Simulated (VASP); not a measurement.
# Ho4S (P3m1) in VASP: relaxation of cell and atoms with PBE

Aim: the relaxation of cell and atoms of Ho4S with PBE.

Everything below comes from runs of VASP 6.6.1. Logs are shortened: lines on timing, memory, paths and dates and some standing lists are left out, and cuts for length are marked.

### 1 The cell of the first run

The structure is trigonal, space group P3m1 (No. 156). Conventional cell: a = 5.192 Å, b = 5.192 Å, c = 5.966 Å, α = 90.00°, β = 90.00°, γ = 120.00°. Within 3.1 Å of Ho (site symmetry m) lie 5 Ho at 2.33 to 2.62 Å. Ho (site symmetry 3m) has 3 Ho at 2.33 Å and 3 S at 3.22 Å within 3.3 Å. Within 4.2 Å of S (site symmetry 3m) lie 9 Ho at 3.22 to 3.37 Å.

The cell was generated, and may not be a known phase.

### 2 Relaxation of cell and atoms, PBE

Contents of INCAR:

```
ALGO = Normal
EDIFF = 1E-7
EDIFFG = -0.08
ENCUT = 500
GGA = PE
GGA_COMPAT = F
IBRION = 2
ISIF = 3
ISMEAR = 0
LASPH = T
LCHARG = F
LMAXMIX = 6
LREAL = F
LWAVE = F
NELM = 200
NELMIN = 4
NSW = 36
PREC = Accurate
SIGMA = 0.2
```

Contents of KPOINTS:

```
k-points
0
Gamma
  4 4 3
```

Contents of POSCAR:

```
Ho4S
1.0
    5.1921151700      0.0000000000      0.0000000000
   -2.5960575800      4.4965036400      0.0000000000
    0.0000000000      0.0000000000      5.9660320800
Ho S
4 1
Direct
    0.5012977200      0.4987022800      0.2717282000
    0.5012977200      0.0025954400      0.2717282000
    0.9974045600      0.4987022800      0.2717282000
    0.3333333300      0.6666666700      0.5694050000
    0.6666666700      0.3333333300      0.7648196700
```

Potentials or basis: VASP PAW PBE potentials, release 64 (Ho_3, S), 4f in core.

The run is started by

```console
$ cat potpaw_PBE.64/Ho_3/POTCAR potpaw_PBE.64/S/POTCAR > POTCAR
$ mpirun -np 1 vasp_std > vasp.out
```

OUTCAR:

```text
EDIFF = 1E-7
   EDIFFG = -0.08
   ENCUT = 500
   GGA = PE
   IBRION = 2
   ISIF = 3
   ISMEAR = 0
   LASPH = T
   LREAL = F
   NELM = 200
   NELMIN = 4
   NSW = 36
   PREC = Accurate

 ion  position               nearest neighbor table
   1  0.501  0.499  0.272-   4 2.33   3 2.58   2 2.58   3 2.62   2 2.62   5 3.30
   2  0.501  0.003  0.272-   4 2.33   1 2.58   3 2.58   1 2.62   3 2.62   5 3.30
   3  0.997  0.499  0.272-   4 2.33   1 2.58   2 2.58   1 2.62   2 2.62   5 3.30
   4  0.333  0.667  0.569-   3 2.33   2 2.33   1 2.33   5 3.22   5 3.22   5 3.22
   5  0.667  0.333  0.765-   4 3.22   4 3.22   4 3.22   3 3.30   2 3.30   1 3.30

  LATTYP: Found a hexagonal cell.
 ALAT       =     5.1921151700
 C/A-ratio  =     1.1490561909

  Lattice vectors:

 A1 = (   5.1921151700,   0.0000000000,   0.0000000000)
 A2 = (  -2.5960575800,   4.4965036400,   0.0000000000)
 A3 = (   0.0000000000,   0.0000000000,   5.9660320800)

Analysis of symmetry for initial positions (statically):
=====================================================================
 Subroutine PRICEL returns:
 Original cell was already a primitive cell.

 Routine SETGRP: Setting up the symmetry group for a
 hexagonal supercell.

 Subroutine GETGRP returns: Found  6 space group operations
 (whereof  6 operations were pure point group operations)
 out of a pool of 24 trial point group operations.

The static configuration has the point symmetry C_3v.

Analysis of symmetry for dynamics (positions and initial velocities):
=====================================================================
 Subroutine PRICEL returns:
 Original cell was already a primitive cell.

 Routine SETGRP: Setting up the symmetry group for a
 hexagonal supercell.

 Subroutine GETGRP returns: Found  6 space group operations
 (whereof  6 operations were pure point group operations)
 out of a pool of 24 trial point group operations.

The dynamic configuration has the point symmetry C_3v.

 Subroutine INISYM returns: Found  6 space group operations
 (whereof  6 operations are pure point group operations),
 and found     1 'primitive' translations

----------------------------------------------------------------------------------------

                                     Primitive cell

  volume of cell :     139.2852

  direct lattice vectors                    reciprocal lattice vectors
     5.192115170  0.000000000  0.000000000     0.192599734  0.111197508  0.000000000
    -2.596057580  4.496503640  0.000000000     0.000000000  0.222395016  0.000000000
     0.000000000  0.000000000  5.966032080     0.000000000  0.000000000  0.167615592

  length of vectors
     5.192115170  5.192115170  5.966032080     0.222395016  0.222395016  0.167615592

  position of ions in fractional coordinates (direct lattice)
     0.501297720  0.498702280  0.271728200
     0.501297720  0.002595440  0.271728200
     0.997404560  0.498702280  0.271728200
     0.333333330  0.666666670  0.569405000
     0.666666670  0.333333330  0.764819670

  ion indices of the primitive-cell ions
   primitive index   ion index
                 1           1
                 2           2
                 3           3
                 4           4
                 5           5

----------------------------------------------------------------------------------------

 KPOINTS: k-points

Automatic generation of k-mesh.
 Grid dimensions read from file:
 generate k-points for:    4    4    3

 Generating k-lattice:

  Cartesian coordinates                     Fractional coordinates (reciprocal lattice)
     0.048149933  0.027799377  0.000000000     0.250000000 -0.000000000  0.000000000
     0.000000000  0.055598754  0.000000000     0.000000000  0.250000000  0.000000000
     0.000000000  0.000000000  0.055871864     0.000000000  0.000000000  0.333333333

  Length of vectors
     0.055598754  0.055598754  0.055871864

  Shift w.r.t. Gamma in fractional coordinates (k-lattice)
     0.000000000  0.000000000  0.000000000

 Subroutine IBZKPT returns following result:
 ===========================================

 Found      9 irreducible k-points:

 Following reciprocal coordinates:
            Coordinates               Weight
  0.000000  0.000000  0.000000      1.000000
  0.250000  0.000000  0.000000      6.000000
  0.500000  0.000000  0.000000      3.000000
  0.250000  0.250000  0.000000      6.000000
  0.000000  0.000000  0.333333      2.000000
  0.250000  0.000000  0.333333      6.000000
  0.000000  0.250000  0.333333      6.000000
  0.500000  0.000000  0.333333      6.000000
  0.250000  0.250000  0.333333     12.000000
   k-points           NKPTS =      9   k-points in BZ     NKDIM =      9   number of bands    NBANDS=     25
   number of dos      NEDOS =    301   number of ions     NIONS =      5
   total plane-waves  NPLWV =  76800
   dimension x,y,z NGX =    40 NGY =   40 NGZ =   48
   dimension x,y,z NGXF=    80 NGYF=   80 NGZF=   96
   ions per type =               4   1
   NGX,Y,Z   is equivalent  to a cutoff of  12.81, 12.81, 13.38 a.u.
   NGXF,Y,Z  is equivalent  to a cutoff of  25.62, 25.62, 26.75 a.u.
 SYSTEM =  unknown system
   PREC   = accura    normal or accurate (medium, high low for compatibility)
   ISTART =      0    job   : 0-new  1-cont  2-samecut
   ICHARG =      2    charge: 1-file 2-atom 10-const
   ISPIN  =      1    spin polarized calculation?
   LNONCOLLINEAR =      F non collinear calculations
   LSORBIT =      F    spin-orbit coupling
   LASPH  =      T    aspherical Exc in radial PAW
   ENCUT  =  500.0 eV  36.75 Ry    6.06 a.u.   9.47  9.47 10.88*2*pi/ulx,y,z
   NELM   =    200;   NELMIN=  4; NELMDL= -5     # of ELM steps
   EDIFF  = 0.1E-06   stopping-criterion for ELM
   LREAL  =      F    real-space projection
   EDIFFG = -.8E-01   stopping-criterion for IOM
   NSW    =     36    number of steps for IOM
   IBRION =      2    ionic relax: 0-MD 1-quasi-New 2-CG
   NFREE  =      1    steps in history (QN), initial steepest desc. (CG)
   ISIF   =      3    stress and relaxation
   ISYM   =      2    0-nonsym 1-usesym 2-fastsym
   POTIM  = 0.5000    time-step for ionic-motion
   TEBEG  =    0.0;   TEEND  =   0.0 temperature during run
   PSTRESS=    0.0 pullay stress
   NELECT =      42.0000    total number of electrons
   NUPDOWN=      -1.0000    fix difference up-down
   EMIN   =  10.00;   EMAX   =-10.00  energy-range for DOS
   EFERMI =   0.00;   METHOD = LEGACY
   ISMEAR =     0;   SIGMA  =   0.20  broadening in eV -4-tet -1-fermi 0-gaus
   EFERMI_NEDOS =   21; number of points for ismear=-14 and -15
   IALGO  =     38    algorithm
   IMIX   =      4    mixing-type and parameters
     AMIX     =   0.40;   BMIX     =  1.00
     AMIX_MAG =   1.60;   BMIX_MAG =  1.00
  volume/ion in A,a.u.               =      27.86       187.99
  Fermi-wavevector in a.u.,A,eV,Ry     =   1.097799  2.074540 16.397244  1.205163
  Thomas-Fermi vector in A             =   2.234166
   LORBIT       =      0    0 simple, 1 ext, 2 COOP (PROOUT), +10 PAW based schemes
   GGA     = PE    functional components
   LHFCALC =     F    Hartree Fock is set to
   AEXX    =    0.0000 exact exchange contribution
   IVDW    =     0    specifies the selected vdW correction
   LEPSILON=     F    determine dielectric tensor
   LRPA    =     F    only Hartree local field effects (RPA)
 conjugate gradient relaxation of ions
 non-spin polarized calculation
 Gauss-broadening in eV      SIGMA  =   0.20
  energy-cutoff  :      500.00
  volume of cell :      139.29
 maximum number of plane-waves:      3573
 NGX is ok and might be reduce to    40
   NGX = 19   NGY = 19   NGZ = 21

--------------------------------------- Ionic step        1  -------------------------------------------

 number of electron      42.0000002 magnetization

 Free energy of the ion-electron system (eV)
  ---------------------------------------------------
  ext. energy  EPLUGINS =         0.00000000
  ---------------------------------------------------
  free energy    TOTEN  =       -10.16155951 eV

  energy without entropy =      -10.03754882  energy(sigma->0) =      -10.09955417

 E-fermi :   2.9052     XC(G=0):  -9.3783

 val. band max:        2.8338427728   @ k =   0.0000   0.0000   0.0000
 cond. band min:       2.9260150251   @ k =   0.0000   0.2500   0.3333
 fundamental gap:      0.0921722522
 Fermi energy:         2.9051957906

 k-point     1 :       0.0000    0.0000    0.0000
  band No.  band energies     occupation
      1     -25.1572      2.00000
      2     -23.0005      2.00000
      3     -23.0005      2.00000
      4     -22.3634      2.00000
      5     -21.6755      2.00000
      6     -21.6755      2.00000
[... 17 lines left out ...]
     24       3.0111      0.45399
     25       4.4965      0.00000
[... 322 lines left out ...]
 POSITION                                       TOTAL-FORCE (eV/Angst)
 -----------------------------------------------------------------------------------
      1.68662      2.58007      1.58991        -2.319303      1.339050     -0.656785
      3.07772      0.17062      1.58991        -0.000000     -2.678100     -0.656785
      4.46882      2.58007      1.58991         2.319303      1.339050     -0.656785
     -0.00000      3.55385      4.13516         0.000000     -0.000000      2.218268
      3.07772      1.77692      4.89957         0.000000     -0.000000     -0.247913
 -----------------------------------------------------------------------------------
    total drift:                               -0.000014      0.000008     -0.000299

  FREE ENERGIE OF THE ION-ELECTRON SYSTEM (eV)
  ---------------------------------------------------
  free  energy   TOTEN  =       -17.1422355676 eV

  energy  without entropy=      -16.9649899044  energy(sigma->0) =      -17.05361274

[... ionic steps 4 to 9 ...]

--------------------------------------- Ionic step       10  -------------------------------------------

 number of electron      41.9999996 magnetization

------------------------ aborting loop because EDIFF is reached ----------------------------------------

  FORCE on cell =-STRESS in cart. coord.  units (eV):
  Direction    XX          YY          ZZ          XY          YZ          ZX
  --------------------------------------------------------------------------------------
  -------------------------------------------------------------------------------------
  Total       -0.0655299     -0.0655299      0.2057644     -0.0000000      0.0000000      0.0000000
  in kB       -0.5497079     -0.5497079      1.7260857     -0.0000000      0.0000000      0.0000000
  external PRESSURE =       0.2088900 kB  Pullay stress =       0.0000000 kB

 VOLUME and BASIS-vectors are now :
 -----------------------------------------------------------------------------
  energy-cutoff  :      500.00
  volume of cell :      190.99
      direct lattice vectors                 reciprocal lattice vectors
     6.594799775  0.000000002  0.000000000     0.151634626  0.087546292 -0.000000000
    -3.297399880  5.711264144 -0.000000000    -0.000000000  0.175092585  0.000000000
     0.000000000 -0.000000000  5.070894262    -0.000000000  0.000000000  0.197203875
[... 40 lines left out ...]
 POSITION                                       TOTAL-FORCE (eV/Angst)
 -----------------------------------------------------------------------------------
      1.70823      2.82153      1.11172         0.047741     -0.027563      0.076431
      3.29763      0.06861      1.11172         0.000000      0.055127      0.076431
      4.88703      2.82153      1.11172        -0.047741     -0.027563      0.076431
     -0.00000      3.80778      3.71530         0.000000      0.000000     -0.214095
      3.29763      1.90389      3.85125         0.000000      0.000000     -0.015199
 -----------------------------------------------------------------------------------
    total drift:                               -0.000014      0.000008     -0.000057

  FREE ENERGIE OF THE ION-ELECTRON SYSTEM (eV)
  ---------------------------------------------------
  free  energy   TOTEN  =       -19.8598513220 eV

  energy  without entropy=      -19.6880475547  energy(sigma->0) =      -19.77394944

--------------------------------------- Ionic step       12  -------------------------------------------

 number of electron      41.9999996 magnetization

 Free energy of the ion-electron system (eV)
  ---------------------------------------------------
  ext. energy  EPLUGINS =         0.00000000
  ---------------------------------------------------
  free energy    TOTEN  =       -19.86299630 eV

  energy without entropy =      -19.68957122  energy(sigma->0) =      -19.77628376

 E-fermi :   1.8038     XC(G=0):  -8.3448

 val. band max:        1.7944507615   @ k =   0.2500   0.2500   0.0000
 cond. band min:       1.8443253561   @ k =   0.2500   0.0000   0.0000
 fundamental gap:      0.0498745945
 Fermi energy:         1.8037617637

 k-point     1 :       0.0000    0.0000    0.0000
  band No.  band energies     occupation
      1     -23.0317      2.00000
      2     -22.9828      2.00000
      3     -22.8590      2.00000
      4     -22.8590      2.00000
      5     -22.6567      2.00000
      6     -22.6567      2.00000
[... 17 lines left out ...]
     24       3.0318      0.00000
     25       3.2359      0.00000
[... 244 lines left out ...]
 POSITION                                       TOTAL-FORCE (eV/Angst)
 -----------------------------------------------------------------------------------
      1.70924      2.81857      1.11728         0.015069     -0.008700      0.038421
      3.29558      0.07096      1.11728         0.000000      0.017400      0.038421
      4.88191      2.81857      1.11728        -0.015069     -0.008700      0.038421
     -0.00000      3.80540      3.70459        -0.000000     -0.000000     -0.078385
      3.29558      1.90270      3.85318        -0.000000     -0.000000     -0.036878
 -----------------------------------------------------------------------------------
    total drift:                               -0.000014      0.000008      0.000120

  FREE ENERGIE OF THE ION-ELECTRON SYSTEM (eV)
  ---------------------------------------------------
  free  energy   TOTEN  =       -19.8629962974 eV

  energy  without entropy=      -19.6895712153  energy(sigma->0) =      -19.77628376

 reached required accuracy - stopping structural energy minimisation
```

Wall time 3.5 min (1 thread of Intel Xeon 6975P-C (Granite Rapids), shared host); peak memory 0.28 GiB.

Results:

* Free energy: -19.8630 eV
* Relaxed volume: 38.19 Å³/atom
* Relaxed cell: a = 6.591 Å, b = 6.591 Å, c = 5.076 Å, α = 90.00°, β = 90.00°, γ = 120.00°
* Space group after relaxing (to 0.1 Å): P3m1 (No. 156)
* Energy gained by relaxing: 1940.3 meV/atom
* Ionic steps: 12
* Pressure after relaxing: 0.0 GPa
* Largest force after relaxing: 0.078 eV/Å
* Band gap on the k mesh: zero (bands 21 and 22 overlap by 0.26 eV)

Forces on the atoms (eV/Å):
```
Ho   0.015 -0.009  0.038
Ho   0.000  0.017  0.038
Ho  -0.015 -0.009  0.038
Ho   0.000  0.000 -0.078
S    0.000  0.000 -0.037
```

The path:
```tsv
step	energy change (eV)	largest force (eV/Å)	pressure (GPa)	volume (Å³)
1	0.0000	11.4315	22.61	139.29
2	-6.8773	3.0246	-2.19	233.44
3	-6.9807	2.7575	-0.59	210.74
4	-6.9944	2.8869	-1.21	218.04
5	-8.5012	1.9076	-2.32	218.78
6	-8.9253	1.6579	-2.50	218.35
7	-8.9961	1.4870	-2.30	217.89
8	-9.4949	1.2326	-0.23	196.03
9	-9.5194	1.2849	0.61	190.39
10	-9.6966	0.1828	0.02	190.99
11	-9.6983	0.2141	-0.01	191.06
12	-9.7014	0.0784	-0.04	190.96
```

Final structure:
```
Ho S
1.0
     6.59115    0.00000    0.00000
    -3.29558    5.70811    0.00000
     0.00000    0.00000    5.07563
Ho S
4 1
Cartesian
  1.7092 2.8186 1.1173
  3.2956 0.0710 1.1173
  4.8819 2.8186 1.1173
  0.0000 3.8054 3.7046
  3.2956 1.9027 3.8532
```

Caveat: the volume moved by over 15 % at a fixed basis, so the end points are rough; spin-orbit coupling is left out, which moves the levels of the heavy elements; the 4f electrons are frozen in the core, so they carry no moment and show no levels; the run has no spin polarisation, though such a crystal can be magnetic; the relaxation stopped at a loose force limit of 0.08 eV/Å, so its end isn't a converged minimum.

The gap in the log of VASP goes by the Fermi energy; the results here count the filled bands.